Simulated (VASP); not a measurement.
**NdHf: single point with PBE**

Crystal: NdHf.

```
Nd Hf
1.0
     3.36170    0.00000    0.00000
     0.00000    3.36170    0.00000
     0.00000    0.00000    4.83281
Nd Hf
1 1
Direct
  0.00000 0.00000 0.00000
  0.50000 0.50000 0.50000
```

The cell was built from a structure type or drawn by symmetry, and may not be a known phase.

```json
{"Program": "VASP 6.6.1", "Task": "single point", "Functional": "PBE", "Potentials or basis": "VASP PAW PBE potentials, release 64 (Nd_3, Hf_pv), 4f in core", "Cutoff": "500 eV", "k mesh": "6 × 6 × 4", "Occupations": "gaussian, width 0.1 eV", "Spin": "no spin polarisation"}
```

```json
{
 "Pressure": "0.8 GPa",
 "Band gap on the k mesh": "zero (an odd number of electrons rules out a gap without spin polarisation)"
}
```

Stress tensor (GPa, compression positive):
```
0.92 0.00 0.00
0.00 0.92 0.00
0.00 0.00 0.46
```

Levels at points of the mesh, in eV from the Fermi level:
```
           k point  band 6  band 7  band 8  band 9  band 10  band 11  band 12  band 13  band 14  band 15
(0.00, 0.00, 0.00)  -18.03  -18.03   -5.58   -2.56    -1.77     1.33     1.39     1.39     3.15     3.79
(0.50, 0.00, 0.00)  -18.43  -17.92   -2.05   -1.53    -0.39     0.17     0.23     0.34     2.14     2.89
(0.50, 0.50, 0.00)  -19.05  -18.26   -3.15   -2.27    -1.82    -1.82     3.04     3.04     5.25     5.47
(0.00, 0.00, 0.50)  -18.04  -18.04   -3.78   -2.61    -0.68    -0.43     1.00     1.86     2.59     2.59
(0.50, 0.00, 0.50)  -18.44  -17.91   -3.55   -2.05     0.79     1.00     1.24     1.26     1.44     2.12
(0.50, 0.50, 0.50)  -19.07  -18.31   -1.84   -0.95    -0.40    -0.40     0.38     0.38     1.31     3.76
```

It took 11 s on 1 thread of Intel(R) Xeon(R) 6975P-C (Granite Rapids), on a shared host, peak memory 0.19 GiB.

Caveat: spin-orbit coupling is left out, which moves the levels of the heavy elements; the 4f electrons are frozen in the core, so they carry no moment and show no levels. Spin polarisation is off, so any magnetic state and its effect on volume and gap are missing.
